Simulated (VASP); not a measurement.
Input of a VASP 6.6.1 run:

The input INCAR:

```
  ALGO = Normal
  EDIFF = 1E-6
  ENCUT = 520
  GGA = PE
  ISIF = 2
  ISMEAR = 0
  LASPH = T
  LCHARG = F
  LREAL = Auto
  LWAVE = F
  NBANDS = 48
  NELECT = 66.0
  NELM = 100
  PREC = Accurate
  SIGMA = 0.02
```

File KPOINTS:

```
k-points
0
Gamma
  2 2 2
```

File POSCAR:

```
LiSi16
1.0
    0.0000000000      5.4300000000      5.4300000000
    5.4300000000      0.0000000000      5.4300000000
    5.4300000000      5.4300000000      0.0000000000
Si Li
16 1
Direct
   -0.0087337937     -0.0084757827      0.0187150092
    0.1257961326      0.1260535912      0.1228764273
    0.0060521179      0.0063101289      0.4969071823
    0.1151786372      0.1154373849      0.6469902394
    0.0068481584      0.4993627072     -0.0125470534
    0.1257949355      0.6183100368      0.1228682320
    0.0060476980      0.4837690608      0.4969073665
    0.1413941989      0.6191063536      0.6134223757
    0.4991053407      0.0071062615     -0.0125476980
    0.6180518416      0.1260523941      0.1228689687
    0.4835102210      0.0063056169      0.4969080110
    0.6188482505      0.1416528545      0.6134217311
    0.4991039595      0.4993614180     -0.0125393186
    0.6336344383      0.6338922652      0.0916090239
    0.5097273481      0.5099859116      0.4633347145
    0.6188488029      0.6191066298      0.6134290976
    0.8124577348      0.8127166667      0.5551492634
```

Potentials or basis: VASP PAW PBE potentials, release 64 (Si, Li_sv).

The run is started by

```console
$ cat potpaw_PBE.64/Si/POTCAR potpaw_PBE.64/Li_sv/POTCAR > POTCAR
$ mpirun -np 1 vasp_std > vasp.out
```

Question: Estimate the largest force.

Answer: 0.016 eV/Å.

Forces in eV/Å, atoms in the order of the input:
```
Si  -0.009 -0.009  0.009
Si   0.003  0.003  0.002
Si   0.002  0.002  0.001
Si   0.008  0.008 -0.010
Si  -0.002  0.004  0.002
Si  -0.003  0.000 -0.003
Si  -0.003  0.003 -0.001
Si  -0.002  0.001  0.002
Si   0.004 -0.002  0.002
Si   0.000 -0.003 -0.003
Si   0.003 -0.003 -0.001
Si   0.001 -0.002  0.002
Si  -0.002 -0.002 -0.004
Si   0.010  0.010 -0.008
Si  -0.008 -0.008  0.010
Si  -0.002 -0.002 -0.001
Li   0.001  0.001  0.002
```

Caveat: the k points lie up to 0.50 Å⁻¹ apart; the cell carries a net charge on a neutralising background, which shifts energy and pressure.
